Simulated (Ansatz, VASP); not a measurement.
# I: VASP beside Ansatz

Contents of INCAR:

```
PREC = Accurate ; ENCUT = 520
EDIFF = 1E-6 ; ISMEAR = -1
SIGMA = 0.03 ; LREAL = F
LASPH = T ; NELM = 60
ALGO = Normal ; ISIF = 2
LWAVE = F ; LCHARG = F
GGA = PS ; NBANDS = 22
```

File KPOINTS:

```
Automatic mesh
0
Gamma
  4 4 2
```

POSCAR

```
I
1.0
    3.6350350000     -2.3950200000      0.0000000000
    3.6350350000      2.3950200000      0.0000000000
    0.0000000000      0.0000000000      9.7934400000
I
4
Direct
    0.6493000000      0.3507000000      0.3844000000
    0.1493000000      0.8507000000      0.1156000000
    0.3507000000      0.6493000000      0.6156000000
    0.8507000000      0.1493000000      0.8844000000
```

Contents of input.yaml:

```yaml
crystal:
  lattice:
    - [3.635035, -2.39502, 0.0]
    - [3.635035, 2.39502, 0.0]
    - [0.0, 0.0, 9.79344]
  atoms:
    - { symbol: I, position: [0.6493, 0.3507, 0.3844] }
    - { symbol: I, position: [0.1493, 0.8507, 0.1156] }
    - { symbol: I, position: [0.3507, 0.6493, 0.6156] }
    - { symbol: I, position: [0.8507, 0.1493, 0.8844] }
kpoints:
  mp_grid: { grid: [4, 4, 2] }
scf:
  occupations: { method: fermi_dirac, width: 0.03 }
hamiltonian:
  xc: pbesol
  pseudopotentials: { kind: all_electron, lapw: { basis_error: 0.002 } }
output:
  forces: true
  stress: true
  eigenvalues: true
```

Alike in both runs: task single point; functional PBEsol; k mesh 4 × 4 × 2; occupations fermi-dirac, width 0.03 eV; no spin polarisation.

|  | VASP | Ansatz |
| --- | --- | --- |
| version | VASP 6.6.1 | Ansatz 0.2.0 |
| potentials or method | VASP PAW PBE potentials, release 64 (I), cutoff 520 eV | all-electron LAPW, scalar-relativistic |

```csv
,VASP,Ansatz,Ansatz less VASP
gap on the k mesh at the Fermi level (eV),1.26,1.26,+0.007
least direct gap on the mesh (eV),1.37,1.38,+0.010
pressure (GPa),0.1,0.1,0.00
"traceless stress, the component that is largest in VASP (GPa)",0.61,0.60,-0.010
rms of the force components (eV/Å),0.434,0.431,-0.0036
```

VASP's potentials were made for PBE, not for PBEsol. Atom by atom the forces differ by 0.004 eV/Å (rms over components). Ansatz ran all-electron here, and VASP with PAW potentials.

Neither program's run includes spin-orbit coupling.
